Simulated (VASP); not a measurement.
# HC6 in VASP: notebook

The runs below take HC6 through single point, with PBE.

Program: VASP 6.6.1. These are calculated values, not measurements. Logs are shortened: lines on timing, memory, paths and dates and some standing lists are left out, and cuts for length are marked.

**1. The cell of the first run**

The cell holds a wire or tube with vacuum around it, 14 atoms: a = 4.933 Å, b = 8.522 Å, c = 22.942 Å, α = 90.00°, β = 90.00°, γ = 90.00°.

**2. Single point, PBE**

File INCAR:

```
SYSTEM = HC6
PREC     = Accurate       ! precision mode
ENCUT    = 520            ! plane-wave cutoff, eV
EDIFF    = 1E-6           ! SCF threshold, eV
ISMEAR   = 0              ! smearing method
SIGMA    = 0.1            ! smearing width, eV
LREAL    = .FALSE.        ! projectors in reciprocal space
LASPH    = .TRUE.         ! aspherical terms in the spheres
NELM     = 60             ! most SCF steps
ALGO     = Normal         ! electronic algorithm
ISIF     = 2              ! what is computed and relaxed
LWAVE    = .FALSE.        ! write WAVECAR
LCHARG   = .TRUE.         ! write CHGCAR
LDIPOL   = .TRUE.       
IDIPOL   = 3            
DIPOL    = 0.5 0.5 0.314
GGA      = PE             ! functional
LELF     = .TRUE.         ! ELF
LVHAR    = .TRUE.       
LVACPOTAV= .TRUE.       
NBANDS   = 38             ! bands
```

File KPOINTS:

```
regular mesh
0
G
  6 3 1
  0 0 0
```

File POSCAR:

```
HC6
1.0
    4.9326910638      0.0000000000      0.0000000000
    0.0000000000      8.5222964205      0.0000000000
    0.0000000000      0.0000000000     22.9416055954
C H
12 2
Direct
    0.0000000000      0.0000000000      0.1743557130
    0.5000000000      0.0000000000      0.1743557130
    0.2500000000      0.0000000000      0.2053898368
    0.7500000000      0.0000000000      0.2053898368
    0.2500000000      0.0000000000      0.2674580844
    0.7500000000      0.0000000000      0.2674580844
    0.0000000000      0.0000000000      0.2977124344
    0.5000000000      0.0000000000      0.2977124344
    0.0000000000      0.0000000000      0.3626190265
    0.5000000000      0.0000000000      0.3626190265
    0.2500000000      0.0000000000      0.3897550046
    0.7500000000      0.0000000000      0.3897550046
    0.1841130438      0.0000000000      0.5030862181
    0.3158869562      0.0000000000      0.5030862181
```

Potentials or basis: VASP PAW PBE potentials, release 64 (C, H).

Command:

```console
$ cat potpaw_PBE.64/C/POTCAR potpaw_PBE.64/H/POTCAR > POTCAR
$ mpirun -np 1 vasp_std > vasp.out
```

OUTCAR:

```text
SYSTEM = HC6
   PREC = Accurate
   ENCUT = 520
   EDIFF = 1E-6
   ISMEAR = 0
   LREAL = .FALSE.
   LASPH = .TRUE.
   NELM = 60
   ISIF = 2
   GGA = PE

 ion  position               nearest neighbor table
   1  0.000  0.000  0.174-   3 1.42   4 1.42
   2  0.500  0.000  0.174-   3 1.42   4 1.42
   3  0.250  0.000  0.205-   5 1.42   2 1.42   1 1.42
   4  0.750  0.000  0.205-   6 1.42   2 1.42   1 1.42
   5  0.250  0.000  0.267-   7 1.42   8 1.42   3 1.42
   6  0.750  0.000  0.267-   7 1.42   8 1.42   4 1.42
   7  0.000  0.000  0.298-   5 1.42   6 1.42   9 1.49
   8  0.500  0.000  0.298-   5 1.42   6 1.42  10 1.49
   9  0.000  0.000  0.363-  11 1.38  12 1.38   7 1.49
  10  0.500  0.000  0.363-  11 1.38  12 1.38   8 1.49
  11  0.250  0.000  0.390-   9 1.38  10 1.38
  12  0.750  0.000  0.390-   9 1.38  10 1.38
  13  0.184  0.000  0.503-  14 0.65
  14  0.316  0.000  0.503-  13 0.65

  LATTYP: Found a simple orthorhombic cell.
 ALAT       =     4.9326910638
 B/A-ratio  =     1.7277174488
 C/A-ratio  =     4.6509309622

  Lattice vectors:

 A1 = (   4.9326910638,   0.0000000000,   0.0000000000)
 A2 = (   0.0000000000,   8.5222964205,   0.0000000000)
 A3 = (   0.0000000000,   0.0000000000,  22.9416055954)

Analysis of symmetry for initial positions (statically):
=====================================================================
 Subroutine PRICEL returns:
 Original cell was already a primitive cell.

 Routine SETGRP: Setting up the symmetry group for a
 simple orthorhombic supercell.

 Subroutine GETGRP returns: Found  4 space group operations
 (whereof  2 operations were pure point group operations)
 out of a pool of  8 trial point group operations.

The static configuration has the point symmetry C_1h.
 The point group associated with its full space group is C_2v.

Analysis of symmetry for dynamics (positions and initial velocities):
=====================================================================
 Subroutine PRICEL returns:
 Original cell was already a primitive cell.

 Routine SETGRP: Setting up the symmetry group for a
 simple orthorhombic supercell.

 Subroutine GETGRP returns: Found  4 space group operations
 (whereof  2 operations were pure point group operations)
 out of a pool of  8 trial point group operations.

The dynamic configuration has the point symmetry C_1h.
 The point group associated with its full space group is C_2v.

 Subroutine INISYM returns: Found  4 space group operations
 (whereof  2 operations are pure point group operations),
 and found     1 'primitive' translations

----------------------------------------------------------------------------------------

                                     Primitive cell

  volume of cell :     964.4159

  direct lattice vectors                    reciprocal lattice vectors
     4.932691064  0.000000000  0.000000000     0.202729096  0.000000000  0.000000000
     0.000000000  8.522296421  0.000000000     0.000000000  0.117339265  0.000000000
     0.000000000  0.000000000 22.941605595     0.000000000  0.000000000  0.043588928

  length of vectors
     4.932691064  8.522296421 22.941605595     0.202729096  0.117339265  0.043588928

  position of ions in fractional coordinates (direct lattice)
     0.000000000  0.000000000  0.174355713
     0.500000000  0.000000000  0.174355713
     0.250000000  0.000000000  0.205389837
     0.750000000  0.000000000  0.205389837
     0.250000000  0.000000000  0.267458084
     0.750000000  0.000000000  0.267458084
     0.000000000  0.000000000  0.297712434
     0.500000000  0.000000000  0.297712434
     0.000000000  0.000000000  0.362619026
     0.500000000  0.000000000  0.362619026
     0.250000000  0.000000000  0.389755005
     0.750000000  0.000000000  0.389755005
     0.184113044  0.000000000  0.503086218
     0.315886956  0.000000000  0.503086218

  ion indices of the primitive-cell ions
   primitive index   ion index
                 1           1
                 2           2
                 3           3
                 4           4
                 5           5
                 6           6
                 7           7
                 8           8
                 9           9
                10          10
                11          11
                12          12
                13          13
                14          14

----------------------------------------------------------------------------------------

 KPOINTS: regular mesh

Automatic generation of k-mesh.
 Grid dimensions read from file:
 generate k-points for:    6    3    1

 Generating k-lattice:

  Cartesian coordinates                     Fractional coordinates (reciprocal lattice)
     0.033788183  0.000000000  0.000000000     0.166666667  0.000000000  0.000000000
     0.000000000  0.039113088  0.000000000     0.000000000  0.333333333  0.000000000
     0.000000000  0.000000000  0.043588928     0.000000000  0.000000000  1.000000000

  Length of vectors
     0.033788183  0.039113088  0.043588928

  Shift w.r.t. Gamma in fractional coordinates (k-lattice)
     0.000000000  0.000000000  0.000000000

 Subroutine IBZKPT returns following result:
 ===========================================

 Found      8 irreducible k-points:

 Following reciprocal coordinates:
            Coordinates               Weight
  0.000000  0.000000  0.000000      1.000000
  0.166667  0.000000  0.000000      2.000000
  0.333333  0.000000  0.000000      2.000000
  0.500000  0.000000  0.000000      1.000000
  0.000000  0.333333  0.000000      2.000000
  0.166667  0.333333  0.000000      4.000000
  0.333333  0.333333  0.000000      4.000000
  0.500000  0.333333  0.000000      2.000000
   k-points           NKPTS =      8   k-points in BZ     NKDIM =      8   number of bands    NBANDS=     38
   number of dos      NEDOS =    301   number of ions     NIONS =     14
   total plane-waves  NPLWV = 460800
   dimension x,y,z NGX =    40 NGY =   64 NGZ =  180
   dimension x,y,z NGXF=    80 NGYF=  128 NGZF=  360
   ions per type =              12   2
   NGX,Y,Z   is equivalent  to a cutoff of  13.48, 12.48, 13.04 a.u.
   NGXF,Y,Z  is equivalent  to a cutoff of  26.96, 24.97, 26.09 a.u.
 SYSTEM =  HC6
   PREC   = accura    normal or accurate (medium, high low for compatibility)
   ISTART =      0    job   : 0-new  1-cont  2-samecut
   ICHARG =      2    charge: 1-file 2-atom 10-const
   ISPIN  =      1    spin polarized calculation?
   LNONCOLLINEAR =      F non collinear calculations
   LSORBIT =      F    spin-orbit coupling
   LASPH  =      T    aspherical Exc in radial PAW
   ENCUT  =  520.0 eV  38.22 Ry    6.18 a.u.   9.17 15.85 42.66*2*pi/ulx,y,z
   NELM   =     60;   NELMIN=  2; NELMDL= -5     # of ELM steps
   EDIFF  = 0.1E-05   stopping-criterion for ELM
   LREAL  =      F    real-space projection
   EDIFFG = 0.1E-04   stopping-criterion for IOM
   NSW    =      0    number of steps for IOM
   IBRION =     -1    ionic relax: 0-MD 1-quasi-New 2-CG
   NFREE  =      0    steps in history (QN), initial steepest desc. (CG)
   ISIF   =      2    stress and relaxation
   ISYM   =      2    0-nonsym 1-usesym 2-fastsym
   POTIM  = 0.5000    time-step for ionic-motion
   TEBEG  =    0.0;   TEEND  =   0.0 temperature during run
   PSTRESS=    0.0 pullay stress
   NELECT =      50.0000    total number of electrons
   NUPDOWN=      -1.0000    fix difference up-down
   EMIN   =  10.00;   EMAX   =-10.00  energy-range for DOS
   EFERMI =   0.00;   METHOD = LEGACY
   ISMEAR =     0;   SIGMA  =   0.10  broadening in eV -4-tet -1-fermi 0-gaus
   EFERMI_NEDOS =   21; number of points for ismear=-14 and -15
   IALGO  =     38    algorithm
   IMIX   =      4    mixing-type and parameters
     AMIX     =   0.40;   BMIX     =  1.00
     AMIX_MAG =   1.60;   BMIX_MAG =  1.00
  volume/ion in A,a.u.               =      68.89       464.87
  Fermi-wavevector in a.u.,A,eV,Ry     =   0.610441  1.153565  5.070043  0.372638
  Thomas-Fermi vector in A             =   1.666002
   LORBIT       =      0    0 simple, 1 ext, 2 COOP (PROOUT), +10 PAW based schemes
   GGA     = PE    functional components
   LHFCALC =     F    Hartree Fock is set to
   AEXX    =    0.0000 exact exchange contribution
   IVDW    =     0    specifies the selected vdW correction
   LEPSILON=     F    determine dielectric tensor
   LRPA    =     F    only Hartree local field effects (RPA)
 non-spin polarized calculation
 Gauss-broadening in eV      SIGMA  =   0.10
  energy-cutoff  :      520.00
  volume of cell :      964.42
 maximum number of plane-waves:     25994
 NGX is ok and might be reduce to    40
   NGX = 19   NGY = 31   NGZ = 85

 dipolmoment           0.000000      0.000000      0.003336 electrons x Angstroem

 number of electron      50.0000006 magnetization

 dipolmoment           0.000000      0.000000     -0.136003 electrons x Angstroem

 Free energy of the ion-electron system (eV)
  ---------------------------------------------------
  ext. energy  EPLUGINS =         0.00000000
  ---------------------------------------------------
  free energy    TOTEN  =      -104.39414511 eV

  energy without entropy =     -104.33106872  energy(sigma->0) =     -104.36260691

 E-fermi :  -4.7183     XC(G=0):  -1.9780

 val. band max:       -4.7594188202   @ k =   0.5000   0.3333   0.0000
 cond. band min:      -4.6780667879   @ k =   0.5000   0.0000   0.0000
 fundamental gap:      0.0813520324
 Fermi energy:        -4.7183227305

 k-point     1 :       0.0000    0.0000    0.0000
  band No.  band energies     occupation
      1     -23.3449      2.00000
      2     -21.6566      2.00000
      3     -19.3148      2.00000
      4     -19.1779      2.00000
      5     -19.1411      2.00000
      6     -17.5241      2.00000
[... 309 lines left out ...]
     36       2.3008      0.00000
     37       2.4153      0.00000
 [bands above 37 left out]

------------------------ aborting loop because EDIFF is reached ----------------------------------------

  FORCE on cell =-STRESS in cart. coord.  units (eV):
  Direction    XX          YY          ZZ          XY          YZ          ZX
  --------------------------------------------------------------------------------------
  -------------------------------------------------------------------------------------
  Total        3.1456877     -0.0639515      2.5896474      0.0000000      0.0000000      0.0000000
  in kB        5.2259087     -0.1062422      4.3021629      0.0000000      0.0000000      0.0000000
  external PRESSURE =       3.1406098 kB  Pullay stress =       0.0000000 kB

 VOLUME and BASIS-vectors are now :
 -----------------------------------------------------------------------------
  energy-cutoff  :      520.00
  volume of cell :      964.42
      direct lattice vectors                 reciprocal lattice vectors
     4.932691064  0.000000000  0.000000000     0.202729096  0.000000000  0.000000000
     0.000000000  8.522296421  0.000000000     0.000000000  0.117339265  0.000000000
     0.000000000  0.000000000 22.941605595     0.000000000  0.000000000  0.043588928

 POSITION                                       TOTAL-FORCE (eV/Angst)
 -----------------------------------------------------------------------------------
      0.00000      0.00000      4.00000        -0.025925      0.000000      1.661540
      2.46635      0.00000      4.00000         0.025925      0.000000      1.661540
      1.23317      0.00000      4.71197         0.000000      0.000000     -3.260107
      3.69952      0.00000      4.71197         0.000000      0.000000     -3.219271
      1.23317      0.00000      6.13592         0.000000      0.000000      1.494362
      3.69952      0.00000      6.13592         0.000000      0.000000      1.529738
      0.00000      0.00000      6.83000         0.047578      0.000000      0.027897
      2.46635      0.00000      6.83000        -0.047578      0.000000      0.027897
      0.00000      0.00000      8.31906        -0.017678      0.000000      0.025682
      2.46635      0.00000      8.31906         0.017678      0.000000      0.025682
      1.23317      0.00000      8.94161         0.000000      0.000000     -0.386834
      3.69952      0.00000      8.94161         0.000000      0.000000      0.276460
      0.90817      0.00000     11.54161        -4.971799      0.000000      0.067707
      1.55817      0.00000     11.54161         4.971799      0.000000      0.067707
 -----------------------------------------------------------------------------------
    total drift:                               -0.000000     -0.000000      0.000323

  FREE ENERGIE OF THE ION-ELECTRON SYSTEM (eV)
  ---------------------------------------------------
  free  energy   TOTEN  =      -104.3941451062 eV

  energy  without entropy=     -104.3310687217  energy(sigma->0) =     -104.36260691

 vacuum level on the upper side and lower side of the slab         1.009         1.594
```

Wall time 12 min (1 thread of Intel Xeon 6975P-C (Granite Rapids), shared host); peak memory 0.91 GiB.

What came out:

| Quantity | Value |
| --- | --- |
| Free energy | -104.3941 eV |
| Largest force | 4.972 eV/Å |
| Band gap on the k mesh | 0.08 eV |

Forces in eV/Å, atoms in the order of the input:
```
C   -0.026  0.000  1.662
C    0.026  0.000  1.662
C    0.000  0.000 -3.260
C    0.000  0.000 -3.219
C    0.000  0.000  1.494
C    0.000  0.000  1.530
C    0.048  0.000  0.028
C   -0.048  0.000  0.028
C   -0.018  0.000  0.026
C    0.018  0.000  0.026
C    0.000  0.000 -0.387
C    0.000  0.000  0.276
H   -4.972  0.000  0.068
H    4.972  0.000  0.068
```

Levels at points of the mesh, in eV from the valence-band top:
```tsv
k point	band 21	band 22	band 23	band 24	band 25	band 26	band 27	band 28	band 29	band 30
(0.00, 0.00, 0.00)	-2.01	-1.96	-0.44	-0.24	-0.23	0.59	0.73	1.04	2.43	2.94
(0.50, 0.00, 0.00)	-3.58	-1.57	-1.55	-0.02	0.00	0.08	0.10	3.04	3.06	5.67
```

**3. Single point, PBE**

File INCAR:

```
SYSTEM = HC6
PREC = Accurate ; ENCUT = 520
EDIFF = 1E-6 ; ISMEAR = 0
SIGMA = 0.1 ; LREAL = .FALSE.
LASPH = .TRUE. ; NELM = 100
ALGO = Normal ; ISIF = 2
LWAVE = .FALSE. ; LCHARG = .FALSE.
LDIPOL = .TRUE. ; IDIPOL = 3
DIPOL = 0.5 0.5 0.321 ; GGA = PE
NBANDS = 38
```

File KPOINTS:

```
Automatic mesh
0
G
  6 3 1
  0 0 0
```

Edit POSCAR of step 2 so:

```diff
@@ -20,3 +20,3 @@
     0.7500000000      0.0000000000      0.3897550046
-    0.1841130438      0.0000000000      0.5030862181
-    0.3158869562      0.0000000000      0.5030862181
+    0.1841130438      0.0000000000      0.5466751463
+    0.3158869562      0.0000000000      0.5466751463
```

Potentials or basis: VASP PAW PBE potentials, release 64 (C, H).

Command:

```console
$ cat potpaw_PBE.64/C/POTCAR potpaw_PBE.64/H/POTCAR > POTCAR
$ mpirun -np 1 vasp_std > vasp.out
```

Wall time 11 min (1 thread of Intel Xeon 6975P-C (Granite Rapids), shared host); peak memory 0.94 GiB.

The run converged. Its results:

- Free energy: -104.4302 eV
- Largest force: 4.888 eV/Å
- Band gap on the k mesh: 0.10 eV

Forces on the atoms (eV/Å):
```
C   -0.002  0.000  1.705
C    0.002  0.000  1.705
C    0.000  0.000 -3.302
C    0.000  0.000 -3.299
C    0.000  0.000  1.543
C    0.000  0.000  1.546
C    0.004  0.000  0.003
C   -0.004  0.000  0.003
C   -0.001  0.000  0.026
C    0.001  0.000  0.026
C    0.000  0.000 -0.003
C    0.000  0.000  0.048
H   -4.888  0.000 -0.002
H    4.888  0.000 -0.002
```

Levels at points of the mesh, in eV from the valence-band top:
| k point | band 23 | band 24 | band 25 | band 26 | band 27 | band 28 |
| --- | --- | --- | --- | --- | --- | --- |
| (0.00, 0.00, 0.00) | -0.39 | -0.27 | -0.23 | 0.65 | 0.70 | 1.05 |
| (0.50, 0.00, 0.00) | -1.53 | 0.00 | 0.00 | 0.10 | 0.10 | 3.08 |
